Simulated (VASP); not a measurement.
# Ba (Im-3m) in VASP: a series of runs

Ba is run at these levels: PBEsol; tasks: single point.

Everything below comes from runs of VASP 6.6.1. Logs are shortened: lines on timing, memory, paths and dates and some standing lists are left out, and cuts for length are marked.

**1. The cell of the first run**

Symmetry: Im-3m, No. 229, cubic system. The conventional cell has a = 4.604 Å, b = 4.604 Å, c = 4.604 Å, α = 90.00°, β = 90.00°, γ = 90.00°. Within 5.2 Å of Ba (site symmetry m-3m) lie 14 Ba at 3.99 to 4.60 Å.

**2. Single point, PBEsol**

The input, INCAR:

```
ALGO = Fast
EDIFF = 1E-6
ENCUT = 520
GGA = PS
ISIF = 2
ISMEAR = -1
LASPH = T
LCHARG = F
LREAL = F
LWAVE = F
NBANDS = 11
NELM = 100
PREC = Accurate
SIGMA = 0.05
```

The input, KPOINTS:

```
k-points
0
Gamma
  8 8 8
```

The input, POSCAR:

```
Ba
1.0
   -2.3017789692      2.3017789692      2.3017789692
    2.3017789692     -2.3017789692      2.3017789692
    2.3017789692      2.3017789692     -2.3017789692
Ba
1
Direct
    0.0000000000      0.0000000000      0.0000000000
```

Potentials or basis: VASP PAW PBE potentials, release 64 (Ba_sv).

The run is started by

```
$ cat potpaw_PBE.64/Ba_sv/POTCAR > POTCAR
$ mpirun -np 1 vasp_std > vasp.out
```

OUTCAR:

```text
EDIFF = 1E-6
   ENCUT = 520
   GGA = PS
   ISIF = 2
   ISMEAR = -1
   LASPH = T
   LREAL = F
   NELM = 100
   PREC = Accurate

 ion  position               nearest neighbor table
   1  0.000  0.000  0.000-

  LATTYP: Found a body centered cubic cell.
 ALAT       =     4.6035579384

  Lattice vectors:

 A1 = (  -2.3017789692,   2.3017789692,   2.3017789692)
 A2 = (   2.3017789692,  -2.3017789692,   2.3017789692)
 A3 = (   2.3017789692,   2.3017789692,  -2.3017789692)

Analysis of symmetry for initial positions (statically):
=====================================================================
 Subroutine PRICEL returns:
 Original cell was already a primitive cell.

 Routine SETGRP: Setting up the symmetry group for a
 body centered cubic supercell.

 Subroutine GETGRP returns: Found 48 space group operations
 (whereof 48 operations were pure point group operations)
 out of a pool of 48 trial point group operations.

The static configuration has the point symmetry O_h .

Analysis of symmetry for dynamics (positions and initial velocities):
=====================================================================
 Subroutine PRICEL returns:
 Original cell was already a primitive cell.

 Routine SETGRP: Setting up the symmetry group for a
 body centered cubic supercell.

 Subroutine GETGRP returns: Found 48 space group operations
 (whereof 48 operations were pure point group operations)
 out of a pool of 48 trial point group operations.

The dynamic configuration has the point symmetry O_h .

 Subroutine INISYM returns: Found 48 space group operations
 (whereof 48 operations are pure point group operations),
 and found     1 'primitive' translations

----------------------------------------------------------------------------------------

                                     Primitive cell

  volume of cell :      48.7810

  direct lattice vectors                    reciprocal lattice vectors
    -2.301778969  2.301778969  2.301778969     0.000000000  0.217223290  0.217223290
     2.301778969 -2.301778969  2.301778969     0.217223290  0.000000000  0.217223290
     2.301778969  2.301778969 -2.301778969     0.217223290  0.217223290  0.000000000

  length of vectors
     3.986798122  3.986798122  3.986798122     0.307200122  0.307200122  0.307200122

  position of ions in fractional coordinates (direct lattice)
     0.000000000  0.000000000  0.000000000

  ion indices of the primitive-cell ions
   primitive index   ion index
                 1           1

----------------------------------------------------------------------------------------

 KPOINTS: k-points

Automatic generation of k-mesh.
 Grid dimensions read from file:
 generate k-points for:    8    8    8

 Generating k-lattice:

  Cartesian coordinates                     Fractional coordinates (reciprocal lattice)
     0.000000000  0.027152911  0.027152911     0.125000000  0.000000000  0.000000000
     0.027152911  0.000000000  0.027152911     0.000000000  0.125000000  0.000000000
     0.027152911  0.027152911  0.000000000     0.000000000  0.000000000  0.125000000

  Length of vectors
     0.038400015  0.038400015  0.038400015

  Shift w.r.t. Gamma in fractional coordinates (k-lattice)
     0.000000000  0.000000000  0.000000000

 Subroutine IBZKPT returns following result:
 ===========================================

 Found     29 irreducible k-points:

 Following reciprocal coordinates:
            Coordinates               Weight
  0.000000  0.000000  0.000000      1.000000
  0.125000  0.000000  0.000000     12.000000
  0.250000  0.000000  0.000000     12.000000
  0.375000  0.000000  0.000000     12.000000
  0.500000  0.000000  0.000000      6.000000
  0.125000  0.125000  0.000000     24.000000
[... 16 lines left out ...]
 -0.250000  0.250000  0.250000      6.000000
 -0.375000  0.375000  0.250000     24.000000
 [... further k-points ...]
   k-points           NKPTS =     29   k-points in BZ     NKDIM =     29   number of bands    NBANDS=     11
   number of dos      NEDOS =    301   number of ions     NIONS =      1
   total plane-waves  NPLWV =  27000
   dimension x,y,z NGX =    30 NGY =   30 NGZ =   30
   dimension x,y,z NGXF=    60 NGYF=   60 NGZF=   60
   ions per type =               1
   NGX,Y,Z   is equivalent  to a cutoff of  12.51, 12.51, 12.51 a.u.
   NGXF,Y,Z  is equivalent  to a cutoff of  25.02, 25.02, 25.02 a.u.
 SYSTEM =  unknown system
   PREC   = accura    normal or accurate (medium, high low for compatibility)
   ISTART =      0    job   : 0-new  1-cont  2-samecut
   ICHARG =      2    charge: 1-file 2-atom 10-const
   ISPIN  =      1    spin polarized calculation?
   LNONCOLLINEAR =      F non collinear calculations
   LSORBIT =      F    spin-orbit coupling
   LASPH  =      T    aspherical Exc in radial PAW
   ENCUT  =  520.0 eV  38.22 Ry    6.18 a.u.   7.41  7.41  7.41*2*pi/ulx,y,z
   NELM   =    100;   NELMIN=  2; NELMDL= -5     # of ELM steps
   EDIFF  = 0.1E-05   stopping-criterion for ELM
   LREAL  =      F    real-space projection
   EDIFFG = 0.1E-04   stopping-criterion for IOM
   NSW    =      0    number of steps for IOM
   IBRION =     -1    ionic relax: 0-MD 1-quasi-New 2-CG
   NFREE  =      0    steps in history (QN), initial steepest desc. (CG)
   ISIF   =      2    stress and relaxation
   ISYM   =      2    0-nonsym 1-usesym 2-fastsym
   POTIM  = 0.5000    time-step for ionic-motion
   TEBEG  =    0.0;   TEEND  =   0.0 temperature during run
   PSTRESS=    0.0 pullay stress
   NELECT =      10.0000    total number of electrons
   NUPDOWN=      -1.0000    fix difference up-down
   EMIN   =  10.00;   EMAX   =-10.00  energy-range for DOS
   EFERMI =   0.00;   METHOD = LEGACY
   ISMEAR =    -1;   SIGMA  =   0.05  broadening in eV -4-tet -1-fermi 0-gaus
   EFERMI_NEDOS =   21; number of points for ismear=-14 and -15
   IALGO  =     68    algorithm
   IMIX   =      4    mixing-type and parameters
     AMIX     =   0.40;   BMIX     =  1.00
     AMIX_MAG =   1.60;   BMIX_MAG =  1.00
  volume/ion in A,a.u.               =      48.78       329.19
  Fermi-wavevector in a.u.,A,eV,Ry     =   0.965290  1.824134 12.677706  0.931785
  Thomas-Fermi vector in A             =   2.094994
   LORBIT       =      0    0 simple, 1 ext, 2 COOP (PROOUT), +10 PAW based schemes
   GGA     = PS    functional components
   LHFCALC =     F    Hartree Fock is set to
   AEXX    =    0.0000 exact exchange contribution
   IVDW    =     0    specifies the selected vdW correction
   LEPSILON=     F    determine dielectric tensor
   LRPA    =     F    only Hartree local field effects (RPA)
 non-spin polarized calculation
 RMM-DIIS sequential band-by-band and
  energy-cutoff  :      520.00
  volume of cell :       48.78
 maximum number of plane-waves:      1337
 NGX is ok and might be reduce to    30
   NGX = 15   NGY = 15   NGZ = 15

 number of electron      10.0000000 magnetization

 Free energy of the ion-electron system (eV)
  ---------------------------------------------------
  ext. energy  EPLUGINS =         0.00000000
  ---------------------------------------------------
  free energy    TOTEN  =        -2.09813825 eV

  energy without entropy =       -2.09105251  energy(sigma->0) =       -2.09459538

 E-fermi :   2.3924     XC(G=0):  -8.3898

 val. band max:        2.3004724186   @ k =  -0.3750   0.5000   0.2500
 cond. band min:       2.5889262647   @ k =  -0.3750   0.3750   0.2500
 fundamental gap:      0.2884538462
 Fermi energy:         2.3923957461

 k-point     1 :       0.0000    0.0000    0.0000
  band No.  band energies     occupation
      1     -26.0310      2.00000
      2     -10.7249      2.00000
      3     -10.7249      2.00000
      4     -10.7249      2.00000
      5      -0.3520      2.00000
      6       4.5491      0.00000
      7       4.5491      0.00000
      8       4.5491      0.00000
      9       6.3750      0.00000
     10       6.3750      0.00000
     11      10.1585      0.00000

 k-point     2 :       0.1250    0.0000    0.0000
  band No.  band energies     occupation
      1     -26.0125      2.00000
      2     -10.8917      2.00000
      3     -10.7730      2.00000
      4     -10.7269      2.00000
      5       0.0410      2.00000
      6       4.2432      0.00000
      7       4.3567      0.00000
      8       4.9552      0.00000
      9       5.9676      0.00000
     10       6.3391      0.00000
     11      10.6068      0.00000

 k-point     3 :       0.2500    0.0000    0.0000
  band No.  band energies     occupation
      1     -25.9673      2.00000
      2     -11.2652      2.00000
      3     -10.8859      2.00000
      4     -10.7319      2.00000
      5       0.9125      2.00000
      6       3.6663      0.00000
      7       3.8215      0.00000
      8       6.0772      0.00000
      9       6.1201      0.00000
     10       6.4175      0.00000
     11      10.9437      0.00000

 k-point     4 :       0.3750    0.0000    0.0000
  band No.  band energies     occupation
      1     -25.9214      2.00000
      2     -11.6057      2.00000
      3     -10.9944      2.00000
      4     -10.7371      2.00000
      5       1.3696      2.00000
      6       3.2185      0.00000
      7       4.1023      0.00000
      8       6.4723      0.00000
      9       6.7977      0.00000
     10       7.8599      0.00000
     11       9.7243      0.00000

 k-point     5 :       0.5000    0.0000    0.0000
  band No.  band energies     occupation
      1     -25.9022      2.00000
      2     -11.7389      2.00000
      3     -11.0382      2.00000
      4     -10.7394      2.00000
      5       1.3597      2.00000
      6       3.0570      0.00000
      7       4.7208      0.00000
      8       6.4640      0.00000
      9       7.1854      0.00000
     10       8.9119      0.00000
     11       9.2274      0.00000

 k-point     6 :       0.1250    0.1250    0.0000
  band No.  band energies     occupation
      1     -25.9806      2.00000
      2     -11.1478      2.00000
      3     -10.8327      2.00000
      4     -10.7650      2.00000
      5       0.7063      2.00000
      6       3.8357      0.00000
      7       3.8875      0.00000
      8       5.6782      0.00000
      9       5.8065      0.00000
     10       6.6482      0.00000
     11      11.1053      0.00000

 k-point     7 :       0.2500    0.1250    0.0000
  band No.  band energies     occupation
      1     -25.9350      2.00000
      2     -11.4607      2.00000
      3     -10.9729      2.00000
      4     -10.7843      2.00000
      5       1.5153      2.00000
      6       3.3422      0.00000
      7       3.6215      0.00000
      8       5.9297      0.00000
      9       6.9923      0.00000
     10       7.3012      0.00000
     11      10.5879      0.00000

 k-point     8 :       0.3750    0.1250    0.0000
  band No.  band energies     occupation
      1     -25.9022      2.00000
      2     -11.6636      2.00000
      3     -11.0799      2.00000
      4     -10.7919      2.00000
      5       1.6683      2.00000
      6       3.1341      0.00000
      7       4.1631      0.00000
      8       6.2563      0.00000
      9       7.2169      0.00000
     10       8.9601      0.00000
     11       9.8642      0.00000
[... 141 lines left out ...]
 k-point    19 :       0.5000    0.5000    0.1250
  band No.  band energies     occupation
      1     -25.8891      2.00000
      2     -11.6927      2.00000
      3     -11.0953      2.00000
      4     -10.8459      2.00000
      5       1.6836      2.00000
      6       3.4656      0.00000
      7       3.9195      0.00000
      8       5.3727      0.00000
      9       7.7996      0.00000
     10       9.1049      0.00000
     11      10.5319      0.00000

 k-point    20 :      -0.3750    0.5000    0.1250
  band No.  band energies     occupation
      1     -25.8798      2.00000
      2     -11.5883      2.00000
      3     -11.2233      2.00000
      4     -10.9104      2.00000
      5       2.1836      1.96976
      6       3.0740      0.00000
      7       3.7022      0.00000
      8       5.5263      0.00000
      9       7.2409      0.00000
     10       9.2004      0.00000
     11      10.3810      0.00000

 k-point    21 :      -0.3750   -0.3750    0.1250
  band No.  band energies     occupation
      1     -25.8683      2.00000
      2     -11.4561      2.00000
      3     -11.4561      2.00000
      4     -10.9166      2.00000
      5       2.8339      0.00029
      6       2.8339      0.00029
      7       3.0335      0.00001
      8       6.6833      0.00000
      9       6.6833      0.00000
     10       9.1768      0.00000
     11      11.1115      0.00000

 k-point    22 :       0.2500    0.2500    0.2500
  band No.  band energies     occupation
      1     -25.8921      2.00000
      2     -11.2519      2.00000
      3     -11.2519      2.00000
      4     -11.2519      2.00000
      5       3.2805      0.00000
      6       3.2805      0.00000
      7       3.2805      0.00000
      8       7.3400      0.00000
      9       7.3400      0.00000
     10       7.7793      0.00000
     11      10.9576      0.00000

 k-point    23 :      -0.2500    0.2500    0.2500
  band No.  band energies     occupation
      1     -25.9128      2.00000
      2     -11.2901      2.00000
      3     -11.0625      2.00000
      4     -11.0625      2.00000
      5       1.9388      1.99977
      6       3.0905      0.00000
      7       4.7181      0.00000
      8       4.7181      0.00000
      9       5.9904      0.00000
     10       7.0874      0.00000
     11      10.8320      0.00000

 k-point    24 :      -0.3750    0.3750    0.2500
  band No.  band energies     occupation
      1     -25.8736      2.00000
      2     -11.4807      2.00000
      3     -11.1808      2.00000
      4     -11.0978      2.00000
      5       2.2471      1.89635
      6       2.5889      0.03851
      7       4.7189      0.00000
      8       5.0483      0.00000
      9       7.1303      0.00000
     10       7.3978      0.00000
     11      11.5604      0.00000

 [... further k-points ...]
[... 5 lines left out ...]
  --------------------------------------------------------------------------------------
  -------------------------------------------------------------------------------------
  Total        0.6828040      0.6828040      0.6828040      0.0000000     -0.0000000      0.0000000
  in kB       22.4262050     22.4262050     22.4262050      0.0000000     -0.0000000      0.0000000
  external PRESSURE =      22.4262050 kB  Pullay stress =       0.0000000 kB

 VOLUME and BASIS-vectors are now :
 -----------------------------------------------------------------------------
  energy-cutoff  :      520.00
  volume of cell :       48.78
      direct lattice vectors                 reciprocal lattice vectors
    -2.301778969  2.301778969  2.301778969     0.000000000  0.217223290  0.217223290
     2.301778969 -2.301778969  2.301778969     0.217223290  0.000000000  0.217223290
     2.301778969  2.301778969 -2.301778969     0.217223290  0.217223290  0.000000000

 POSITION                                       TOTAL-FORCE (eV/Angst)
 -----------------------------------------------------------------------------------
      0.00000      0.00000      0.00000        -0.000000      0.000000     -0.000000
 -----------------------------------------------------------------------------------
    total drift:                                0.000000     -0.000000      0.000000

  FREE ENERGIE OF THE ION-ELECTRON SYSTEM (eV)
  ---------------------------------------------------
  free  energy   TOTEN  =        -2.0981382498 eV

  energy  without entropy=       -2.0910525057  energy(sigma->0) =       -2.09459538
```

Run time: 20 s. Hardware: 1 thread of Intel Xeon Platinum 8259CL at 2.50GHz (Skylake/Cascade Lake), shared host; peak memory 0.16 GiB.

What came out:

```yaml
Free_energy: -2.0981 eV
Pressure: 2.2 GPa
Band_gap_on_the_k_mesh: zero (band 5 reaches 3.28 eV, above the bottom of band 6 at 1.49 eV)
```

Levels at points of the mesh, in eV from the Fermi level:
```csv
k point,band 3,band 4,band 5,band 6,band 7,band 8
"(0.00, 0.00, 0.00)",-13.12,-13.12,-2.74,2.16,2.16,2.16
"(0.50, 0.00, 0.00)",-13.43,-13.13,-1.03,0.66,2.33,4.07
"(0.50, 0.50, 0.50)",-13.80,-13.80,-0.90,-0.90,5.86,5.86
```

Caveat: the PAW data sets were made with another functional, which shifts forces and pressure a little; spin-orbit coupling is left out, which moves the levels of the heavy elements.

[end of part 1 of 2]
